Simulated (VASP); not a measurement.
Runs of VASP 6.6.1 on C. The structure is that of space group Pm-3m (No. 221), or close to it. The cells are those of the table. 

```csv
task,potentials or basis,cell,cutoff (eV),second run,gap on the mesh (eV),pressure (GPa)
single point,"VASP PAW LDA potentials, release 64 (C)","a = 1.754 Å, 1 atom",520,-,none,1.0
relaxation of cell and atoms,"VASP PAW LDA potentials, release 64 (C)","relaxed to 30 GPa from a = 1.950 Å, 1 atom",600,-,none,30.0
single point,"VASP PAW LDA potentials, release 64 (C)","a = 1.727 Å, 1 atom",520,-,none,(b)
relaxation of cell and atoms,"VASP PAW LDA potentials, release 64 (C)","relaxed to 20 GPa from a = 1.950 Å, 1 atom",600,-,none,20.0
single point,"VASP PAW LDA potentials, release 64 (C_h)","a = 1.740 Å, 1 atom",910,hard_potentials,none,10.6
relaxation of cell and atoms,"VASP PAW LDA potentials, release 64 (C)","relaxed to 10 GPa from a = 1.950 Å, 1 atom",600,-,none,10.0
relaxation of cell and atoms,"VASP PAW LDA potentials, release 64 (C)","relaxed from a = 1.950 Å, 1 atom",600,-,none,0.0
single point,"VASP PAW LDA potentials, release 64 (C)","a = 1.740 Å, 1 atom",520,-,none,11.2
single point,"VASP PAW LDA potentials, release 64 (C_h)","a = 1.754 Å, 1 atom",910,hard_potentials,none,(a)
single point,"VASP PAW LDA potentials, release 64 (C)","a = 1.715 Å, 1 atom",520,-,none,31.3
```

Alike in all rows: level LDA; no spin polarisation; k mesh 9 × 9 × 9; smearing fermi-dirac 0.1 eV.

**Question.** Estimate the missing entries.

**Answer.** (a) 0.4; (b) 21.2.

Caveats: some runs use coarse meshes; the cell is relaxed towards a set pressure, so the enthalpy falls and the energy may rise (some runs); the cutoff is under 1.25 times the usual one of these potentials, so pressure, stress and relaxed cells hold a basis-set (Pulay) error (some runs).

A gap of «none» marks levels without a gap at the run's occupations.
